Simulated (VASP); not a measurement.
Write the native input for VASP 6.6.1 that does the following.

| Item | Value |
| --- | --- |
| Task | single point |
| Functional | PBEsol |
| Dispersion | D3(BJ) |
| Potentials or basis | VASP PAW PBE potentials, release 64 (Sn_d, O) |
| Cutoff | 520 eV |
| k mesh | 12 × 12 × 10 |
| Occupations | gaussian, width 0.15 eV |
| Spin | no spin polarisation |
| Dipole correction | no |
| Further INCAR settings | ALGO = Normal; EDIFF = 1e-06; NBANDS = 28 |

The structure of SnO lies in POSCAR:

```
SnO
1.0
    3.9921000000      0.0000000000      0.0000000000
    0.0000000000      3.9921000000      0.0000000000
    0.0000000000      0.0000000000      4.8360000000
Sn O
2 2
Direct
    0.0000000000      0.5000000000      0.2385000000
    0.5000000000      0.0000000000      0.7615000000
    0.0000000000      0.0000000000      0.0000000000
    0.5000000000      0.5000000000      0.0000000000
```

This cell differs from its parent crystal: strain +0.050 along x and y, +0.000 along z.

The input as run:

INCAR

```
ALGO     = Normal         # electronic algorithm
EDIFF    = 1E-6           # SCF threshold, eV
ENCUT    = 520            # plane-wave cutoff, eV
GGA      = PS             # functional
ISIF     = 2              # what is computed and relaxed
ISMEAR   = 0              # smearing method
IVDW     = 12             # dispersion correction
LASPH    = True           # aspherical terms in the spheres
LCHARG   = True           # write CHGCAR
LELF     = True           # ELF
LREAL    = False          # projectors in reciprocal space
LVHAR    = True         
LWAVE    = False          # write WAVECAR
NBANDS   = 28             # bands
NELM     = 100            # most SCF steps
PREC     = Accurate       # precision mode
SIGMA    = 0.15           # smearing width, eV
```

KPOINTS

```
k-points
0
Gamma
  12 12 10
```

Potentials or basis: VASP PAW PBE potentials, release 64 (Sn_d, O).

Launch:

```bash
$ cat potpaw_PBE.64/Sn_d/POTCAR potpaw_PBE.64/O/POTCAR > POTCAR
$ mpirun -np 1 vasp_std > vasp.out
```

Results of the run:

| Quantity | Value |
| --- | --- |
| Pressure | -9.6 GPa |
| Largest force | 0.812 eV/Å |
| Band gap on the k mesh | 0.51 eV (least direct gap 1.89 eV) |
| Dispersion energy per atom | -0.195 eV |

Caveat: the cell differs from its parent crystal (strain +0.050 along x and y, +0.000 along z); the cell stands under tension; semilocal functionals underestimate gaps, and a narrow one can read as zero; the PAW data sets were made with another functional, which shifts forces and pressure a little; spin-orbit coupling is left out, which moves the levels of the heavy elements.

Run time: 2 min on 1 thread of Intel(R) Xeon(R) 6975P-C (Granite Rapids) (shared host), peak memory 0.39 GiB.
